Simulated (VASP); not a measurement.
# Al3BAs4 (P3m1) in VASP: single point with PBE

Aim: the single point of Al3BAs4 with PBE.

Program: VASP 6.6.1. These are calculated values, not measurements. Logs are shortened: lines on timing, memory, paths and dates and some standing lists are left out, and cuts for length are marked.

**1. The cell of the first run**

It takes space group P3m1 (No. 156, trigonal). Conventional cell: a = 3.882 Å, b = 3.882 Å, c = 12.962 Å, α = 90.00°, β = 90.00°, γ = 120.00°. Al (site symmetry 3m) has 4 As at 2.42 to 2.47 Å within 3.2 Å. Al (site symmetry 3m) has 4 As at 2.42 to 2.47 Å within 3.2 Å. Within 3.2 Å of Al (site symmetry 3m) lie 4 As at 2.42 to 2.50 Å. B (site symmetry 3m) has 4 As at 2.11 to 2.34 Å within 2.8 Å. Within 2.8 Å of As (site symmetry 3m) lie 1 B at 2.11 Å and 3 Al at 2.42 Å. Within 3.2 Å of As (site symmetry 3m) lie 4 Al at 2.42 to 2.47 Å. Within 3.2 Å of As (site symmetry 3m) lie 4 Al at 2.42 to 2.47 Å. As (site symmetry 3m) has 3 B at 2.34 Å and 1 Al at 2.50 Å within 3.1 Å.

**2. Single point, PBE**

Contents of POSCAR:

```
Al3BAs4
1.0
    3.8818791841      0.0000000000      0.0000000000
   -1.9409395920      3.3618059878      0.0000000000
    0.0000000000      0.0000000000     12.9624859167
Al B As
3 1 4
Direct
    0.3333333333      0.6666666667      0.5006277722
    0.6666666667      0.3333333333      0.2396835627
    0.6666666667      0.3333333333      0.7617321430
    0.3333333333      0.6666666667      0.0059909858
    0.3333333333      0.6666666667      0.1683977661
    0.3333333333      0.6666666667      0.6910256988
    0.6666666667      0.3333333333      0.4299144988
    0.6666666667      0.3333333333      0.9546275727
```

Contents of INCAR.step1:

```
SYSTEM = Al3BAs4
PREC     = Accurate       ! precision mode
ENCUT    = 520            ! plane-wave cutoff, eV
EDIFF    = 1E-6           ! SCF threshold, eV
ISMEAR   = 0              ! smearing method
SIGMA    = 0.01           ! smearing width, eV
LREAL    = .False.        ! projectors in reciprocal space
LASPH    = .True.         ! aspherical terms in the spheres
NELM     = 100            ! most SCF steps
ALGO     = Normal         ! electronic algorithm
ISIF     = 2              ! what is computed and relaxed
LWAVE    = .False.        ! write WAVECAR
LCHARG   = .True.         ! write CHGCAR
GGA      = PE             ! functional
NBANDS   = 26             ! bands
```

Contents of KPOINTS.step1:

```
regular mesh
0
Gamma
  12 12 4
  0 0 0
```

Contents of INCAR.step2:

```
SYSTEM = Al3BAs4
PREC     = Accurate       ! precision mode
ENCUT    = 520            ! plane-wave cutoff, eV
EDIFF    = 1E-6           ! SCF threshold, eV
ISMEAR   = -5             ! smearing method
SIGMA    = 0.01           ! smearing width, eV
LREAL    = .False.        ! projectors in reciprocal space
LASPH    = .True.         ! aspherical terms in the spheres
NELM     = 100            ! most SCF steps
ALGO     = Normal         ! electronic algorithm
ISIF     = 2              ! what is computed and relaxed
LWAVE    = .False.        ! write WAVECAR
LCHARG   = .False.        ! write CHGCAR
GGA      = PE             ! functional
LORBIT   = 10             ! projections on sites
NEDOS    = 1001           ! points of the DOS
ICHARG   = 11             ! starting density
```

Contents of KPOINTS.step2:

```
regular mesh
0
Gamma
  18 18 6
  0 0 0
```

Potentials or basis: VASP PAW PBE potentials, release 64 (Al, B, As).

Command:

```console
cat potpaw_PBE.64/Al/POTCAR potpaw_PBE.64/B/POTCAR potpaw_PBE.64/As/POTCAR > POTCAR
cp INCAR.step1 INCAR
cp KPOINTS.step1 KPOINTS
mpirun -np 1 vasp_std > vasp.out
cp INCAR.step2 INCAR
cp KPOINTS.step2 KPOINTS
mpirun -np 1 vasp_std > vasp.out
```

OUTCAR:

```text
SYSTEM = Al3BAs4
   PREC = Accurate
   ENCUT = 520
   EDIFF = 1E-6
   ISMEAR = -5
   LREAL = .False.
   LASPH = .True.
   NELM = 100
   ISIF = 2
   GGA = PE
   LORBIT = 10
   ICHARG = 11

 ion  position               nearest neighbor table
   1  0.333  0.667  0.501-   7 2.42   7 2.42   7 2.42   6 2.47
   2  0.667  0.333  0.240-   5 2.42   5 2.42   5 2.42   7 2.47
   3  0.667  0.333  0.762-   6 2.42   6 2.42   6 2.42   8 2.50
   4  0.333  0.667  0.006-   5 2.11   8 2.34   8 2.34   8 2.34
   5  0.333  0.667  0.168-   4 2.11   2 2.42   2 2.42   2 2.42
   6  0.333  0.667  0.691-   3 2.42   3 2.42   3 2.42   1 2.47
   7  0.667  0.333  0.430-   1 2.42   1 2.42   1 2.42   2 2.47
   8  0.667  0.333  0.955-   4 2.34   4 2.34   4 2.34   3 2.50

  LATTYP: Found a hexagonal cell.
 ALAT       =     3.8818791841
 C/A-ratio  =     3.3392296107

  Lattice vectors:

 A1 = (   3.8818791841,   0.0000000000,   0.0000000000)
 A2 = (  -1.9409395920,   3.3618059878,   0.0000000000)
 A3 = (   0.0000000000,   0.0000000000,  12.9624859167)

Analysis of symmetry for initial positions (statically):
=====================================================================
 Subroutine PRICEL returns:
 Original cell was already a primitive cell.

 Routine SETGRP: Setting up the symmetry group for a
 hexagonal supercell.

 Subroutine GETGRP returns: Found  6 space group operations
 (whereof  6 operations were pure point group operations)
 out of a pool of 24 trial point group operations.

The static configuration has the point symmetry C_3v.

Analysis of symmetry for dynamics (positions and initial velocities):
=====================================================================
 Subroutine PRICEL returns:
 Original cell was already a primitive cell.

 Routine SETGRP: Setting up the symmetry group for a
 hexagonal supercell.

 Subroutine GETGRP returns: Found  6 space group operations
 (whereof  6 operations were pure point group operations)
 out of a pool of 24 trial point group operations.

The dynamic configuration has the point symmetry C_3v.

 Subroutine INISYM returns: Found  6 space group operations
 (whereof  6 operations are pure point group operations),
 and found     1 'primitive' translations

----------------------------------------------------------------------------------------

                                     Primitive cell

  volume of cell :     169.1621

  direct lattice vectors                    reciprocal lattice vectors
     3.881879184  0.000000000  0.000000000     0.257607193  0.148729582  0.000000000
    -1.940939592  3.361805988  0.000000000     0.000000000  0.297459164  0.000000000
     0.000000000  0.000000000 12.962485917     0.000000000  0.000000000  0.077145696

  length of vectors
     3.881879184  3.881879184 12.962485917     0.297459164  0.297459164  0.077145696

  position of ions in fractional coordinates (direct lattice)
     0.333333333  0.666666667  0.500627772
     0.666666667  0.333333333  0.239683563
     0.666666667  0.333333333  0.761732143
     0.333333333  0.666666667  0.005990986
     0.333333333  0.666666667  0.168397766
     0.333333333  0.666666667  0.691025699
     0.666666667  0.333333333  0.429914499
     0.666666667  0.333333333  0.954627573

  ion indices of the primitive-cell ions
   primitive index   ion index
                 1           1
                 2           2
                 3           3
                 4           4
                 5           5
                 6           6
                 7           7
                 8           8

----------------------------------------------------------------------------------------

 KPOINTS: regular mesh

Automatic generation of k-mesh.
 Grid dimensions read from file:
 generate k-points for:   18   18    6

 Generating k-lattice:

  Cartesian coordinates                     Fractional coordinates (reciprocal lattice)
     0.014311511  0.008262755  0.000000000     0.055555556 -0.000000000  0.000000000
     0.000000000  0.016525509  0.000000000     0.000000000  0.055555556  0.000000000
     0.000000000  0.000000000  0.012857616     0.000000000  0.000000000  0.166666667

  Length of vectors
     0.016525509  0.016525509  0.012857616

  Shift w.r.t. Gamma in fractional coordinates (k-lattice)
     0.000000000  0.000000000  0.000000000

 TETIRR: Found   2825 inequivalent tetrahedra from    11664

 Subroutine IBZKPT returns following result:
 ===========================================

 Found    202 irreducible k-points:

 Following reciprocal coordinates:
            Coordinates               Weight
  0.000000  0.000000  0.000000      1.000000
  0.055556  0.000000  0.000000      6.000000
  0.111111  0.000000  0.000000      6.000000
  0.166667 -0.000000  0.000000      6.000000
  0.222222  0.000000  0.000000      6.000000
  0.277778  0.000000  0.000000      6.000000
[... 16 lines left out ...]
  0.333333  0.111111  0.000000     12.000000
  0.388889  0.111111  0.000000     12.000000
 [... further k-points ...]
   k-points           NKPTS =    202   k-points in BZ     NKDIM =    202   number of bands    NBANDS=     21
   number of dos      NEDOS =   1001   number of ions     NIONS =      8
   total plane-waves  NPLWV =  86400
   dimension x,y,z NGX =    30 NGY =   30 NGZ =   96
   dimension x,y,z NGXF=    60 NGYF=   60 NGZF=  192
   ions per type =               3   1   4
   NGX,Y,Z   is equivalent  to a cutoff of  12.85, 12.85, 12.31 a.u.
   NGXF,Y,Z  is equivalent  to a cutoff of  25.70, 25.70, 24.62 a.u.
 SYSTEM =  Al3BAs4
   PREC   = accura    normal or accurate (medium, high low for compatibility)
   ISTART =      0    job   : 0-new  1-cont  2-samecut
   ICHARG =     11    charge: 1-file 2-atom 10-const
   ISPIN  =      1    spin polarized calculation?
   LNONCOLLINEAR =      F non collinear calculations
   LSORBIT =      F    spin-orbit coupling
   LASPH  =      T    aspherical Exc in radial PAW
   ENCUT  =  520.0 eV  38.22 Ry    6.18 a.u.   7.22  7.22 24.10*2*pi/ulx,y,z
   NELM   =    100;   NELMIN=  2; NELMDL=  0     # of ELM steps
   EDIFF  = 0.1E-05   stopping-criterion for ELM
   LREAL  =      F    real-space projection
   EDIFFG = 0.1E-04   stopping-criterion for IOM
   NSW    =      0    number of steps for IOM
   IBRION =     -1    ionic relax: 0-MD 1-quasi-New 2-CG
   NFREE  =      0    steps in history (QN), initial steepest desc. (CG)
   ISIF   =      2    stress and relaxation
   ISYM   =      2    0-nonsym 1-usesym 2-fastsym
   POTIM  = 0.5000    time-step for ionic-motion
   TEBEG  =    0.0;   TEEND  =   0.0 temperature during run
   PSTRESS=    0.0 pullay stress
   NELECT =      32.0000    total number of electrons
   NUPDOWN=      -1.0000    fix difference up-down
   EMIN   =  10.00;   EMAX   =-10.00  energy-range for DOS
   EFERMI =   0.00;   METHOD = LEGACY
   ISMEAR =    -5;   SIGMA  =   0.01  broadening in eV -4-tet -1-fermi 0-gaus
   EFERMI_NEDOS =   21; number of points for ismear=-14 and -15
   IALGO  =     38    algorithm
   IMIX   =      4    mixing-type and parameters
     AMIX     =   0.40;   BMIX     =  1.00
     AMIX_MAG =   1.60;   BMIX_MAG =  1.00
  volume/ion in A,a.u.               =      21.15       142.70
  Fermi-wavevector in a.u.,A,eV,Ry     =   0.939775  1.775917 12.016351  0.883177
  Thomas-Fermi vector in A             =   2.067121
   LORBIT       =     10    0 simple, 1 ext, 2 COOP (PROOUT), +10 PAW based schemes
   GGA     = PE    functional components
   LHFCALC =     F    Hartree Fock is set to
   AEXX    =    0.0000 exact exchange contribution
   IVDW    =     0    specifies the selected vdW correction
   LEPSILON=     F    determine dielectric tensor
   LRPA    =     F    only Hartree local field effects (RPA)
 non-spin polarized calculation
 Fermi weights with tetrahedron method with Bloechl corrections
  energy-cutoff  :      520.00
  volume of cell :      169.16
 maximum number of plane-waves:      4593
 NGX is ok and might be reduce to    30

 number of electron      31.9999999 magnetization

 Free energy of the ion-electron system (eV)
  ---------------------------------------------------
  ext. energy  EPLUGINS =         0.00000000
  ---------------------------------------------------
  free energy    TOTEN  =       -38.19473132 eV

  energy without entropy =      -38.19473132  energy(sigma->0) =      -38.19473132

 E-fermi :   4.3093     XC(G=0):  -9.1854

 val. band max:        4.2937592040   @ k =   0.0000   0.0000   0.0000
 cond. band min:       4.4397888899   @ k =   0.0000   0.0000   0.0000
 fundamental gap:      0.1460296859
 Fermi energy:         4.3093371172

 k-point     1 :       0.0000    0.0000    0.0000
  band No.  band energies     occupation
      1      -8.5086      2.00000
      2      -7.7819      2.00000
      3      -7.5213      2.00000
      4      -6.7103      2.00000
      5      -2.2532      2.00000
      6      -0.1459      2.00000
[... 13 lines left out ...]
     20       7.1086      0.00000
     21       7.2424      0.00000

 k-point     2 :       0.0556    0.0000    0.0000
  band No.  band energies     occupation
      1      -8.4793      2.00000
      2      -7.7536      2.00000
      3      -7.4939      2.00000
      4      -6.6877      2.00000
      5      -2.2313      2.00000
      6      -0.1518      2.00000
[... 520 lines left out ...]
 k-point    24 :       0.3889    0.1111    0.0000
  band No.  band energies     occupation
      1      -6.9964      2.00000
      2      -6.4541      2.00000
      3      -6.3462      2.00000
      4      -6.0654      2.00000
      5      -2.5132      2.00000
      6      -1.5491      2.00000
[... 13 lines left out ...]
     20       7.1047      0.00000
     21       7.5202      0.00000

 [... further k-points ...]

------------------------ aborting loop because EDIFF is reached ----------------------------------------

  FORCE on cell =-STRESS in cart. coord.  units (eV):
  Direction    XX          YY          ZZ          XY          YZ          ZX
  --------------------------------------------------------------------------------------
  -------------------------------------------------------------------------------------
  Total        0.1945517      0.1945517      0.2178593      0.0000000      0.0000000      0.0000000
  in kB        1.8426495      1.8426495      2.0634015      0.0000000      0.0000000      0.0000000
  external PRESSURE =       1.9162335 kB  Pullay stress =       0.0000000 kB

 VOLUME and BASIS-vectors are now :
 -----------------------------------------------------------------------------
  energy-cutoff  :      520.00
  volume of cell :      169.16
      direct lattice vectors                 reciprocal lattice vectors
     3.881879184  0.000000000  0.000000000     0.257607193  0.148729582  0.000000000
    -1.940939592  3.361805988  0.000000000     0.000000000  0.297459164  0.000000000
     0.000000000  0.000000000 12.962485917     0.000000000  0.000000000  0.077145696

 POSITION                                       TOTAL-FORCE (eV/Angst)
 -----------------------------------------------------------------------------------
     -0.00000      2.24120      6.48938         0.000000     -0.000000      0.004358
      1.94094      1.12060      3.10689         0.000000     -0.000000      0.005936
      1.94094      1.12060      9.87394         0.000000     -0.000000      0.012088
     -0.00000      2.24120      0.07766        -0.000000      0.000000     -0.028415
     -0.00000      2.24120      2.18285        -0.000000     -0.000000      0.015867
     -0.00000      2.24120      8.95741         0.000000      0.000000     -0.003644
      1.94094      1.12060      5.57276        -0.000000      0.000000     -0.004753
      1.94094      1.12060     12.37435         0.000000     -0.000000     -0.001435
 -----------------------------------------------------------------------------------
    total drift:                                0.000050     -0.000029     -0.001008

  FREE ENERGIE OF THE ION-ELECTRON SYSTEM (eV)
  ---------------------------------------------------
  free  energy   TOTEN  =       -38.1947313163 eV

  energy  without entropy=      -38.1947313163  energy(sigma->0) =      -38.19473132

 total charge

# of ion       s       p       d       tot
------------------------------------------
    1        0.405   0.378   0.000   0.784
    2        0.407   0.384   0.000   0.791
    3        0.408   0.382   0.000   0.789
    4        0.648   0.894   0.000   1.542
    5        1.189   1.694   0.039   2.921
    6        1.193   1.704   0.026   2.923
    7        1.193   1.704   0.026   2.923
    8        1.207   1.471   0.035   2.712
--------------------------------------------------
tot          6.649   8.611   0.126  15.386
```

It took 18 min on 1 thread of Intel Xeon Platinum 8375C at 2.90GHz (Ice Lake), shared host; peak memory 0.77 GiB.

Results:

```yaml
Valence_electrons_inside_the_program's_atomic_spheres: Al 0.78, 0.79 (each value once); B 1.54; As 2.92, 2.71 (each value once)
```
